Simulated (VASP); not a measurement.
The system is LiCl.

```
Li Cl
1.0
     0.00000    2.57514    2.57514
     2.57514    0.00000    2.57514
     2.57514    2.57514    0.00000
Li Cl
1 1
Direct
  0.00000 0.00000 0.00000
  0.50000 0.50000 0.50000
```

| Property | Result |
| --- | --- |
| Program | VASP 6.6.1 |
| Task | relaxation of cell and atoms |
| Functional | LDA |
| Potentials or basis | VASP PAW LDA potentials, release 64 (Li_sv, Cl) |
| Cutoff | 750 eV |
| k mesh | 8 × 8 × 8 |
| Occupations | gaussian, width 0.02 eV |
| Spin | no spin polarisation |

At the start: pressure -3.6 GPa; volume 17.08 Å³/atom.

Problem. Where does the relaxation end?

Solution. Over 4 steps the energy falls by 22.4 meV/atom and the volume is 15.27 Å³/atom (-10.6 %); space group Fm-3m (No. 225, to 0.1 Å) before and after.

Step by step:
| step | energy change (eV) | largest force (eV/Å) | pressure (GPa) | volume (Å³) |
| --- | --- | --- | --- | --- |
| 1 | 0.0000 | 0.0000 | -3.61 | 34.15 |
| 2 | -0.0333 | 0.0000 | -2.02 | 32.29 |
| 3 | -0.0446 | 0.0000 | -0.23 | 30.72 |
| 4 | -0.0447 | 0.0000 | 0.02 | 30.54 |

Final structure:
```yaml
crystal:
  lattice:
    - [0.00000, 2.48093, 2.48093]
    - [2.48093, 0.00000, 2.48093]
    - [2.48093, 2.48093, 0.00000]
  atoms:
    - { symbol: Li, position: [0.00000, 0.00000, 0.00000] }
    - { symbol: Cl, position: [0.50000, 0.50000, 0.50000] }
```
